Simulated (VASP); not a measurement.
# Sb (Pm-3m) in VASP: further runs

The runs below take Sb through single point, relaxation of cell and atoms, with PBE.

Program: VASP 6.6.1. These are calculated values, not measurements. Logs are shortened: lines on timing, memory, paths and dates and some standing lists are left out, and cuts for length are marked.

### 1 The cell of the first run

It takes space group Pm-3m (No. 221, cubic). The conventional cell has a = 2.603 Å, b = 2.603 Å, c = 2.603 Å, α = 90.00°, β = 90.00°, γ = 90.00°. Within 3.4 Å of Sb (site symmetry m-3m) lie 6 Sb at 2.60 Å.

### 2 Single point, PBE

Contents of INCAR:

```
SYSTEM = Sb
PREC = Accurate
ENCUT = 520
EDIFF = 1E-7
ISMEAR = -1
SIGMA = 0.08
LREAL = .False.
LASPH = .True.
NELM = 100
ALGO = Normal
ISIF = 2
LWAVE = .False.
LCHARG = .False.
GGA = PE
NBANDS = 8
```

Contents of KPOINTS:

```
regular mesh
0
Gamma
  15 15 15
  0 0 0
```

Contents of POSCAR:

```
Sb
1.0
    2.6026700773      0.0000000000      0.0000000000
    0.0000000000      2.6026700773      0.0000000000
    0.0000000000      0.0000000000      2.6026700773
Sb
1
Direct
    0.0000000000      0.0000000000      0.0000000000
```

Potentials or basis: VASP PAW PBE potentials, release 64 (Sb).

The run is started by

```console
$ cat potpaw_PBE.64/Sb/POTCAR > POTCAR
$ mpirun -np 1 vasp_std > vasp.out
```

OUTCAR:

```text
SYSTEM = Sb
   PREC = Accurate
   ENCUT = 520
   EDIFF = 1E-7
   ISMEAR = -1
   LREAL = .False.
   LASPH = .True.
   NELM = 100
   ISIF = 2
   GGA = PE

 ion  position               nearest neighbor table
   1  0.000  0.000  0.000-

  LATTYP: Found a simple cubic cell.
 ALAT       =     2.6026700773

  Lattice vectors:

 A1 = (   2.6026700773,   0.0000000000,   0.0000000000)
 A2 = (   0.0000000000,   2.6026700773,   0.0000000000)
 A3 = (   0.0000000000,   0.0000000000,   2.6026700773)

Analysis of symmetry for initial positions (statically):
=====================================================================
 Subroutine PRICEL returns:
 Original cell was already a primitive cell.

 Routine SETGRP: Setting up the symmetry group for a
 simple cubic supercell.

 Subroutine GETGRP returns: Found 48 space group operations
 (whereof 48 operations were pure point group operations)
 out of a pool of 48 trial point group operations.

The static configuration has the point symmetry O_h .

Analysis of symmetry for dynamics (positions and initial velocities):
=====================================================================
 Subroutine PRICEL returns:
 Original cell was already a primitive cell.

 Routine SETGRP: Setting up the symmetry group for a
 simple cubic supercell.

 Subroutine GETGRP returns: Found 48 space group operations
 (whereof 48 operations were pure point group operations)
 out of a pool of 48 trial point group operations.

The dynamic configuration has the point symmetry O_h .

 Subroutine INISYM returns: Found 48 space group operations
 (whereof 48 operations are pure point group operations),
 and found     1 'primitive' translations

----------------------------------------------------------------------------------------

                                     Primitive cell

  volume of cell :      17.6302

  direct lattice vectors                    reciprocal lattice vectors
     2.602670077  0.000000000  0.000000000     0.384220808  0.000000000  0.000000000
     0.000000000  2.602670077  0.000000000     0.000000000  0.384220808  0.000000000
     0.000000000  0.000000000  2.602670077     0.000000000  0.000000000  0.384220808

  length of vectors
     2.602670077  2.602670077  2.602670077     0.384220808  0.384220808  0.384220808

  position of ions in fractional coordinates (direct lattice)
     0.000000000  0.000000000  0.000000000

  ion indices of the primitive-cell ions
   primitive index   ion index
                 1           1

----------------------------------------------------------------------------------------

 KPOINTS: regular mesh

Automatic generation of k-mesh.
 Grid dimensions read from file:
 generate k-points for:   15   15   15

 Generating k-lattice:

  Cartesian coordinates                     Fractional coordinates (reciprocal lattice)
     0.025614721  0.000000000  0.000000000     0.066666667  0.000000000  0.000000000
     0.000000000  0.025614721  0.000000000     0.000000000  0.066666667  0.000000000
     0.000000000  0.000000000  0.025614721     0.000000000  0.000000000  0.066666667

  Length of vectors
     0.025614721  0.025614721  0.025614721

  Shift w.r.t. Gamma in fractional coordinates (k-lattice)
     0.000000000  0.000000000  0.000000000

 Subroutine IBZKPT returns following result:
 ===========================================

 Found    120 irreducible k-points:

 Following reciprocal coordinates:
            Coordinates               Weight
  0.000000  0.000000  0.000000      1.000000
  0.066667  0.000000  0.000000      6.000000
  0.133333  0.000000  0.000000      6.000000
  0.200000  0.000000  0.000000      6.000000
  0.266667  0.000000  0.000000      6.000000
  0.333333  0.000000  0.000000      6.000000
[... 16 lines left out ...]
  0.266667  0.200000  0.000000     24.000000
  0.333333  0.200000  0.000000     24.000000
 [... further k-points ...]
   k-points           NKPTS =    120   k-points in BZ     NKDIM =    120   number of bands    NBANDS=      8
   number of dos      NEDOS =    301   number of ions     NIONS =      1
   total plane-waves  NPLWV =   8000
   dimension x,y,z NGX =    20 NGY =   20 NGZ =   20
   dimension x,y,z NGXF=    40 NGYF=   40 NGZF=   40
   ions per type =               1
   NGX,Y,Z   is equivalent  to a cutoff of  12.78, 12.78, 12.78 a.u.
   NGXF,Y,Z  is equivalent  to a cutoff of  25.55, 25.55, 25.55 a.u.
 SYSTEM =  Sb
   PREC   = accura    normal or accurate (medium, high low for compatibility)
   ISTART =      0    job   : 0-new  1-cont  2-samecut
   ICHARG =      2    charge: 1-file 2-atom 10-const
   ISPIN  =      1    spin polarized calculation?
   LNONCOLLINEAR =      F non collinear calculations
   LSORBIT =      F    spin-orbit coupling
   LASPH  =      T    aspherical Exc in radial PAW
   ENCUT  =  520.0 eV  38.22 Ry    6.18 a.u.   4.84  4.84  4.84*2*pi/ulx,y,z
   NELM   =    100;   NELMIN=  2; NELMDL= -5     # of ELM steps
   EDIFF  = 0.1E-06   stopping-criterion for ELM
   LREAL  =      F    real-space projection
   EDIFFG = 0.1E-05   stopping-criterion for IOM
   NSW    =      0    number of steps for IOM
   IBRION =     -1    ionic relax: 0-MD 1-quasi-New 2-CG
   NFREE  =      0    steps in history (QN), initial steepest desc. (CG)
   ISIF   =      2    stress and relaxation
   ISYM   =      2    0-nonsym 1-usesym 2-fastsym
   POTIM  = 0.5000    time-step for ionic-motion
   TEBEG  =    0.0;   TEEND  =   0.0 temperature during run
   PSTRESS=    0.0 pullay stress
   NELECT =       5.0000    total number of electrons
   NUPDOWN=      -1.0000    fix difference up-down
   EMIN   =  10.00;   EMAX   =-10.00  energy-range for DOS
   EFERMI =   0.00;   METHOD = LEGACY
   ISMEAR =    -1;   SIGMA  =   0.08  broadening in eV -4-tet -1-fermi 0-gaus
   EFERMI_NEDOS =   21; number of points for ismear=-14 and -15
   IALGO  =     38    algorithm
   IMIX   =      4    mixing-type and parameters
     AMIX     =   0.40;   BMIX     =  1.00
     AMIX_MAG =   1.60;   BMIX_MAG =  1.00
  volume/ion in A,a.u.               =      17.63       118.97
  Fermi-wavevector in a.u.,A,eV,Ry     =   1.075587  2.032565 15.740421  1.156888
  Thomas-Fermi vector in A             =   2.211448
   LORBIT       =      0    0 simple, 1 ext, 2 COOP (PROOUT), +10 PAW based schemes
   GGA     = PE    functional components
   LHFCALC =     F    Hartree Fock is set to
   AEXX    =    0.0000 exact exchange contribution
   IVDW    =     0    specifies the selected vdW correction
   LEPSILON=     F    determine dielectric tensor
   LRPA    =     F    only Hartree local field effects (RPA)
 non-spin polarized calculation
  energy-cutoff  :      520.00
  volume of cell :       17.63
 maximum number of plane-waves:       487
 NGX is ok and might be reduce to    20
   NGX =  9   NGY =  9   NGZ =  9

 number of electron       5.0000000 magnetization

 Free energy of the ion-electron system (eV)
  ---------------------------------------------------
  ext. energy  EPLUGINS =         0.00000000
  ---------------------------------------------------
  free energy    TOTEN  =        -1.69316073 eV

  energy without entropy =       -1.68377599  energy(sigma->0) =       -1.68846836

 E-fermi :  15.8331     XC(G=0): -12.0474

 val. band max:       15.8031161164   @ k =   0.2667   0.2000   0.0667
 cond. band min:      15.8679859315   @ k =   0.2667   0.2000   0.2000
 fundamental gap:      0.0648698152
 Fermi energy:        15.8331222664

 k-point     1 :       0.0000    0.0000    0.0000
  band No.  band energies     occupation
      1      -2.1585      2.00000
      2      20.1536      0.00000
      3      20.1536      0.00000
      4      20.1536      0.00000
      5      23.3783      0.00000
      6      23.3783      0.00000
      7      27.4969      0.00000
      8      35.9799      0.00000

 k-point     2 :       0.0667    0.0000    0.0000
  band No.  band energies     occupation
      1      -2.0536      2.00000
      2      18.7473      0.00000
      3      20.2760      0.00000
      4      20.2760      0.00000
      5      23.4297      0.00000
      6      24.3281      0.00000
      7      28.0402      0.00000
      8      35.3209      0.00000

 k-point     3 :       0.1333    0.0000    0.0000
  band No.  band energies     occupation
      1      -1.7384      2.00000
      2      16.3580      0.00282
      3      20.6367      0.00000
      4      20.6367      0.00000
      5      23.5851      0.00000
      6      25.2788      0.00000
      7      29.7202      0.00000
      8      34.2537      0.00000

 k-point     4 :       0.2000    0.0000    0.0000
  band No.  band energies     occupation
      1      -1.2122      2.00000
      2      13.8784      2.00000
      3      21.2159      0.00000
      4      21.2159      0.00000
      5      23.8481      0.00000
      6      25.7999      0.00000
      7      32.0068      0.00000
      8      32.4454      0.00000

 k-point     5 :       0.2667    0.0000    0.0000
  band No.  band energies     occupation
      1      -0.4759      2.00000
      2      11.4812      2.00000
      3      21.9783      0.00000
      4      21.9783      0.00000
      5      24.2242      0.00000
      6      26.2036      0.00000
      7      30.8253      0.00000
      8      31.8998      0.00000

 k-point     6 :       0.3333    0.0000    0.0000
  band No.  band energies     occupation
      1       0.4629      2.00000
      2       9.2456      2.00000
      3      22.8650      0.00000
      4      22.8650      0.00000
      5      24.7215      0.00000
      6      26.5949      0.00000
      7      29.3856      0.00000
      8      30.6923      0.00000

 k-point     7 :       0.4000    0.0000    0.0000
  band No.  band energies     occupation
      1       1.5671      2.00000
      2       7.2529      2.00000
      3      23.7649      0.00000
      4      23.7649      0.00000
      5      25.3492      0.00000
      6      26.9618      0.00000
      7      28.1264      0.00000
      8      29.5815      0.00000

 k-point     8 :       0.4667    0.0000    0.0000
  band No.  band energies     occupation
      1       2.6289      2.00000
      2       5.7397      2.00000
      3      24.4258      0.00000
      4      24.4258      0.00000
      5      26.1179      0.00000
      6      27.0409      0.00000
      7      27.2092      0.00000
      8      28.8155      0.00000

 k-point     9 :       0.0667    0.0667    0.0000
  band No.  band energies     occupation
      1      -1.9487      2.00000
      2      18.6728      0.00000
      3      19.0612      0.00000
      4      20.3985      0.00000
      5      23.9165      0.00000
      6      24.9529      0.00000
      7      28.4744      0.00000
      8      34.3339      0.00000

 k-point    10 :       0.1333    0.0667    0.0000
  band No.  band energies     occupation
      1      -1.6336      2.00000
      2      16.4469      0.00093
      3      19.2294      0.00000
      4      20.7596      0.00000
      5      24.1846      0.00000
      6      26.0109      0.00000
      7      29.9434      0.00000
      8      32.8810      0.00000
[... 78 lines left out ...]
 k-point    18 :       0.2667    0.1333    0.0000
  band No.  band energies     occupation
      1      -0.0585      2.00000
      2      11.8695      2.00000
      3      18.0805      0.00000
      4      22.4716      0.00000
      5      25.2846      0.00000
      6      27.6599      0.00000
      7      29.3238      0.00000
      8      32.0946      0.00000

 k-point    19 :       0.3333    0.1333    0.0000
  band No.  band energies     occupation
      1       0.8782      2.00000
      2       9.6456      2.00000
      3      18.9257      0.00000
      4      23.3675      0.00000
      5      25.6917      0.00000
      6      26.2136      0.00000
      7      29.4728      0.00000
      8      30.9345      0.00000

 k-point    20 :       0.4000    0.1333    0.0000
  band No.  band energies     occupation
      1       1.9793      2.00000
      2       7.6605      2.00000
      3      19.8686      0.00000
      4      24.2855      0.00000
      5      24.6246      0.00000
      6      26.4463      0.00000
      7      29.0473      0.00000
      8      29.8280      0.00000

 k-point    21 :       0.4667    0.1333    0.0000
  band No.  band energies     occupation
      1       3.0360      2.00000
      2       6.1540      2.00000
      3      20.6999      0.00000
      4      23.5496      0.00000
      5      24.9740      0.00000
      6      27.0844      0.00000
      7      28.3161      0.00000
      8      29.0426      0.00000

 k-point    22 :       0.2000    0.2000    0.0000
  band No.  band energies     occupation
      1      -0.2693      2.00000
      2      14.2183      2.00000
      3      15.4711      1.97857
      4      22.2901      0.00000
      5      25.2077      0.00000
      6      27.7691      0.00000
      7      30.0703      0.00000
      8      32.9835      0.00000

 k-point    23 :       0.2667    0.2000    0.0000
  band No.  band energies     occupation
      1       0.4639      2.00000
      2      12.2907      2.00000
      3      15.7164      1.62268
      4      23.0631      0.00000
      5      25.4117      0.00000
      6      26.1884      0.00000
      7      30.8125      0.00000
      8      32.2784      0.00000

 k-point    24 :       0.3333    0.2000    0.0000
  band No.  band energies     occupation
      1       1.3980      2.00000
      2      10.1185      2.00000
      3      16.5242      0.00035
      4      23.9689      0.00000
      5      24.1490      0.00000
      6      26.2527      0.00000
      7      30.5763      0.00000
      8      31.2241      0.00000

 [... further k-points ...]
[... 5 lines left out ...]
  --------------------------------------------------------------------------------------
  -------------------------------------------------------------------------------------
  Total       11.2394221     11.2394221     11.2394221      0.0000000      0.0000000     -0.0000000
  in kB     1021.4031869   1021.4031869   1021.4031869      0.0000000      0.0000000     -0.0000000
  external PRESSURE =    1021.4031869 kB  Pullay stress =       0.0000000 kB

 VOLUME and BASIS-vectors are now :
 -----------------------------------------------------------------------------
  energy-cutoff  :      520.00
  volume of cell :       17.63
      direct lattice vectors                 reciprocal lattice vectors
     2.602670077  0.000000000  0.000000000     0.384220808  0.000000000  0.000000000
     0.000000000  2.602670077  0.000000000     0.000000000  0.384220808  0.000000000
     0.000000000  0.000000000  2.602670077     0.000000000  0.000000000  0.384220808

 POSITION                                       TOTAL-FORCE (eV/Angst)
 -----------------------------------------------------------------------------------
      0.00000      0.00000      0.00000         0.000000      0.000000      0.000000
 -----------------------------------------------------------------------------------
    total drift:                               -0.000000     -0.000000      0.000000

  FREE ENERGIE OF THE ION-ELECTRON SYSTEM (eV)
  ---------------------------------------------------
  free  energy   TOTEN  =        -1.6931607267 eV

  energy  without entropy=       -1.6837759900  energy(sigma->0) =       -1.68846836
```

Run time: 7.9 s. Hardware: 1 thread of Intel Xeon Platinum 8488C (Sapphire Rapids), shared host; peak memory 0.13 GiB.

What came out:

```yaml
Free_energy: -1.6932 eV
Pressure: 102.1 GPa
```

Caveat: spin-orbit coupling is left out, which moves the levels of the heavy elements.

### 3 Single point, PBE

Contents of INCAR:

```
PREC = Accurate ; ENCUT = 520
EDIFF = 1E-6 ; ISMEAR = -1
SIGMA = 0.08 ; LREAL = False
LASPH = True ; NELM = 100
ALGO = Normal ; ISIF = 2
LWAVE = False ; LCHARG = False
GGA = PE ; NBANDS = 8
```

Contents of KPOINTS:

```
Automatic mesh
0
Gamma
  15 15 15
```

Contents of POSCAR:

```
Sb
1.0
    2.6026700774      0.0000000000      0.0000000000
    0.0000000000      2.6026700774      0.0000000000
    0.0000000000      0.0000000000      2.6026700774
Sb
1
Direct
    0.0000000000      0.0000000000      0.0000000000
```

Potentials or basis: VASP PAW PBE potentials, release 64 (Sb).

The run is started by

```console
$ cat potpaw_PBE.64/Sb/POTCAR > POTCAR
$ mpirun -np 1 vasp_std > vasp.out
```

Wall time 7.6 s (1 thread of Intel Xeon Platinum 8488C (Sapphire Rapids), shared host); peak memory 0.13 GiB.

Results (log left out):

| Quantity | Value |
| --- | --- |
| Free energy | -1.6932 eV |
| Pressure | 102.1 GPa |

Levels at points of the mesh, in eV from the Fermi level:
```
           k point  band 1  band 2  band 3  band 4  band 5  band 6  band 7
(0.00, 0.00, 0.00)  -17.99    4.32    4.32    4.32    7.55    7.55   11.66
```

Caveat: spin-orbit coupling is left out, which moves the levels of the heavy elements.

[end of part 1 of 2]
